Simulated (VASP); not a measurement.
Wanted: the native input for a VASP 6.6.1 run.

```yaml
Task: single point
Functional: PBE
Potentials_or_basis: VASP PAW PBE potentials, release 64 (Mo_sv)
Cutoff: 500 eV
k_mesh: 47 × 47 × 47
Occupations: fermi-dirac, width 0.0612256 eV
Spin: no spin polarisation
Dipole_correction: no
Further_INCAR_settings: ALGO = Normal; EDIFF = 1e-06; NBANDS = 13
```

The structure of Mo lies in POSCAR:

```
Mo
1.0
    0.0000000000      1.9884436456      1.9884436456
    1.9884436456      0.0000000000      1.9884436456
    1.9884436456      1.9884436456      0.0000000000
Mo
1
Direct
    0.0000000000      0.0000000000      0.0000000000
```

This isn't the form of Mo at room conditions, which is bcc.

The input as run:

INCAR

```
PREC = Accurate ; ENCUT = 500
EDIFF = 1E-6 ; ISMEAR = -1
SIGMA = 0.06122561905347299 ; LREAL = False
LASPH = True ; NELM = 120
ALGO = Normal ; ISIF = 2
LWAVE = False ; LCHARG = False
GGA = PE ; NBANDS = 13
GGA_COMPAT = False
```

KPOINTS

```
Automatic mesh
0
Gamma
  47 47 47
```

Potentials or basis: VASP PAW PBE potentials, release 64 (Mo_sv).

Launch:

```sh
$ cat potpaw_PBE.64/Mo_sv/POTCAR > POTCAR
$ mpirun -np 1 vasp_std > vasp.out
```

Results of the run:

```
Pressure               : 5.3 GPa
Band gap on the k mesh : zero (bands 7 and 8 overlap by 4.83 eV)
```

Caveat: the cell stands under pressure.

Wall time 6.5 min on 1 thread of Oxide Virtual Turin-like Processor, on a shared host, peak memory 0.52 GiB.
